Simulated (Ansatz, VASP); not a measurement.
# Two plane-wave programs on Y

The input INCAR:

```
SYSTEM = Y
  PREC = Accurate
  ENCUT = 520
  EDIFF = 1E-6
  ISMEAR = 1
  SIGMA = 0.6
  LREAL = .FALSE.
  LASPH = .TRUE.
  NELM = 60
  ALGO = Normal
  ISIF = 2
  LWAVE = .FALSE.
  LCHARG = .TRUE.
  GGA = PE
  LELF = .TRUE.
  LVHAR = .TRUE.
  NBANDS = 18
```

The input KPOINTS:

```
regular mesh
0
G
  10 10 6
  0 0 0
```

File POSCAR:

```
Y
1.0
    3.6535431712      0.0000000000      0.0000000000
   -1.8267715856      3.1640612001      0.0000000000
    0.0000000000      0.0000000000      5.6988610241
Y
2
Direct
    0.3333333333      0.6666666667      0.2500000000
    0.6666666667      0.3333333333      0.7500000000
```

Input for Ansatz:

```yaml
crystal:
  lattice:
    - [3.6535431712, 0.0, 0.0]
    - [-1.8267715856, 3.1640612001, 0.0]
    - [0.0, 0.0, 5.6988610241]
  atoms:
    - { symbol: "Y", position: [0.3333333333, 0.6666666667, 0.25] }
    - { symbol: "Y", position: [0.6666666667, 0.3333333333, 0.75] }
hamiltonian:
  xc: pbe
  pseudopotentials:
    kind: paw
    azcp:
      "Y": "pseudopotentials/Y.paw.azcp"
basis:
  ecutwfc: 420
  fft_grid_basis: typed
kpoints:
  mp_grid: { grid: [10, 10, 6], shift: [0, 0, 0] }
magnetization:
  spin_polarized: false
scf:
  occupations: { method: methfessel_paxton, width: 0.6 }
  lower_state_search: "off"
output:
  stress: true
```

Alike in both runs: task single point; functional PBE; k mesh 10 × 10 × 6; occupations methfessel-paxton of order 1, width 0.6 eV; no spin polarisation.

|  | VASP | Ansatz |
| --- | --- | --- |
| version | VASP 6.6.1 | Ansatz 0.2.0 |
| potentials or method | VASP PAW PBE potentials, release 64 (Y_sv), cutoff 520 eV | plane waves (420 eV) with PAW, scalar-relativistic |
| valence electrons in the cell | 22 | 22 |

VASP gave:

```
pressure (GPa)                                                : -0.2
traceless stress, the component that is largest in VASP (GPa) : 0.18
```

**Question.** Estimate Ansatz's values.

**Answer.** Pressure (GPa): -0.1; traceless stress, the component that is largest in VASP (GPa): 0.18.

With one functional, cell and mesh, what is left measures potentials, basis and numerics.
